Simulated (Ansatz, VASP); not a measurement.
One calculation of GaP, two programs

The input INCAR:

```
SYSTEM = GaP
PREC     = Accurate       ! precision mode
ENCUT    = 500            ! plane-wave cutoff, eV
EDIFF    = 1E-6           ! SCF threshold, eV
ISMEAR   = 0              ! smearing method
SIGMA    = 0.01           ! smearing width, eV
LREAL    = .False.        ! projectors in reciprocal space
LASPH    = .True.         ! aspherical terms in the spheres
NELM     = 120            ! most SCF steps
ALGO     = Normal         ! electronic algorithm
ISIF     = 2              ! what is computed and relaxed
LWAVE    = .False.        ! write WAVECAR
LCHARG   = .False.        ! write CHGCAR
GGA      = B5             ! functional
ALDAX    = 1.0          
AGGAX    = 1.0          
AGGAC    = 1.0          
ALDAC    = 0.0          
NBANDS   = 16             ! bands
GGA_COMPAT= .False.
```

The input KPOINTS:

```
regular mesh
0
Gamma
  6 6 6
  0 0 0
```

POSCAR

```
GaP
1.0
    0.0000000000      2.7252500000      2.7252500000
    2.7252500000      0.0000000000      2.7252500000
    2.7252500000      2.7252500000      0.0000000000
Ga P
1 1
Direct
    0.0000000000      0.0000000000      0.0000000000
    0.7500000000      0.7500000000      0.7500000000
```

Input for Ansatz:

```yaml
crystal:
  lattice:
    bravais: fcc
    a: 5.4505
  space_group: 216
  atoms:
    - { symbol: Ga, position: [0.0, 0.0, 0.0] }
    - { symbol: P, position: [0.25, 0.25, 0.75] }
  reduce_to_primitive: true
basis:
  ecutwfc: 550.0
kpoints:
  mp_grid:
    grid: [6, 6, 6]
hamiltonian:
  xc: blyp
scf:
  occupations:
    method: fixed
output:
  eigenvalues: true
```

Alike in both runs: task single point; functional BLYP; k mesh 6 × 6 × 6; no spin polarisation.

|  | VASP | Ansatz |
| --- | --- | --- |
| version | VASP 6.6.1 | Ansatz 0.2.0 |
| potentials or method | VASP PAW PBE potentials, release 64 (Ga_d, P), cutoff 500 eV | plane waves, PAW |
| occupations | gaussian, width 0.01 eV | fixed |
| valence electrons in the cell | 18 | 18 |

```tsv
	VASP	Ansatz	Ansatz less VASP
gap on the k mesh at the Fermi level (eV)	1.68	1.66	-0.016
```

VASP's potentials were made for PBE, not for BLYP.
